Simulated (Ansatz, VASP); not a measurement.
**SnSe in VASP and in Ansatz**

The input POSCAR:

```
SnSe
1.0
    4.2853274191      0.0000000000      0.0000000000
    0.0000000000      4.2853274191      0.0000000000
    0.0000000000      0.0000000000     10.9906921300
Sn Se
2 2
Direct
    0.5000000000      0.0000000000      0.3722291100
    0.0000000000      0.5000000000      0.6277708900
    0.4554885282     -0.0445114718      0.6170838538
    0.0000000000      0.5000000000      0.3839605100
```

The input INCAR.step1:

```
SYSTEM = SnSe
  ALGO = Normal
  EDIFF = 1E-4
  ENCUT = 520
  GGA = PE
  ISMEAR = 0
  LASPH = .TRUE.
  LCHARG = .FALSE.
  LREAL = .FALSE.
  LWAVE = .TRUE.
  NBANDS = 28
  NELM = 60
  PREC = Accurate
  SIGMA = 0.05
```

INCAR.step2

```
SYSTEM = SnSe
  ALGO = Normal
  EDIFF = 1E-6
  ENCUT = 520
  ISIF = 2
  ISMEAR = 0
  ISTART = 1
  LASPH = .TRUE.
  LCHARG = .FALSE.
  LMIXTAU = .TRUE.
  LREAL = .FALSE.
  LWAVE = .FALSE.
  METAGGA = R2SCAN
  NBANDS = 28
  NELM = 60
  PREC = Accurate
  SIGMA = 0.05
```

KPOINTS

```
k-points
0
G
  6 6 4
  0 0 0
```

Input for Ansatz:

```yaml
crystal:
  lattice:
    - [4.2853274191, 0.0, 0.0]
    - [0.0, 4.2853274191, 0.0]
    - [0.0, 0.0, 10.99069213]
  atoms:
    - { symbol: Sn, position: [0.5, 0.0, 0.37222911] }
    - { symbol: Sn, position: [0.0, 0.5, 0.62777089] }
    - { symbol: Se, position: [0.4554885282, -0.0445114718, 0.6170838538] }
    - { symbol: Se, position: [0.0, 0.5, 0.38396051] }
basis:
  ecutwfc: 500
kpoints:
  mp_grid: { grid: [6, 6, 4] }
hamiltonian:
  xc: r2scan
scf:
  occupations: { method: gaussian, width: 0.05 }
output:
  forces: true
  stress: true
  eigenvalues: true
```

Alike in both runs: task single point; functional r2SCAN; k mesh 6 × 6 × 4; occupations gaussian, width 0.05 eV; no spin polarisation.

|  | VASP | Ansatz |
| --- | --- | --- |
| version | VASP 6.6.1 | Ansatz 0.2.0 |
| potentials or method | VASP PAW PBE potentials, release 64 (Sn_d, Se), cutoff 520 eV | scalar-relativistic, plane waves, PAW |
| valence electrons in the cell | 40 | 60 |

Ansatz gave:

* gap on the k mesh at the Fermi level (eV): 1.71
* least direct gap on the mesh (eV): 1.75
* rms of the force components (eV/Å): 0.187

**Question.** Estimate VASP's values.

**Answer.** gap on the k mesh at the Fermi level (eV): 1.70; least direct gap on the mesh (eV): 1.74; rms of the force components (eV/Å): 0.189.

VASP's potentials were made for PBE, not for r2SCAN. Atom by atom the forces differ by 0.008 eV/Å (rms over components). VASP's potentials hold 40 valence electrons a cell and Ansatz's 60, so a difference there can come from the potentials and not from the codes.
